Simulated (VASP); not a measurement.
Here is a VASP 6.6.1 calculation.

File INCAR:

```
  PREC = Accurate
  ENCUT = 520
  EDIFF = 1E-8
  ISMEAR = -1
  SIGMA = 0.05
  LREAL = False
  LASPH = True
  NELM = 60
  ALGO = Normal
  ISIF = 2
  LWAVE = False
  LCHARG = False
  GGA = PE
  LEFG = True
  NBANDS = 21
```

File KPOINTS:

```
regular mesh
0
Gamma
  15 15 15
```

The input POSCAR:

```
Sn
1.0
   -2.8764417908      2.8764417908      1.5691520944
    2.8764417908     -2.8764417908      1.5691520944
    2.8764417908      2.8764417908     -1.5691520944
Sn
2
Direct
    0.0000000000      0.0000000000      0.0000000000
    0.7500000000      0.2500000000      0.5000000000
```

Potentials or basis: VASP PAW PBE potentials, release 64 (Sn_d).

Run with:

```console
$ cat potpaw_PBE.64/Sn_d/POTCAR > POTCAR
$ mpirun -np 1 vasp_std > vasp.out
```

(1) Estimate the pressure.

(2) Estimate the band gap on the k mesh.

Answers

(1) 5.3 GPa.

(2) zero (band 14 reaches 10.08 eV, above the bottom of band 15 at 5.54 eV).

Caveat: without QUAD_EFG the Cq values of the log hold for a quadrupole moment of 1 mb, not for the nuclei; spin-orbit coupling is left out, which moves the levels of the heavy elements.
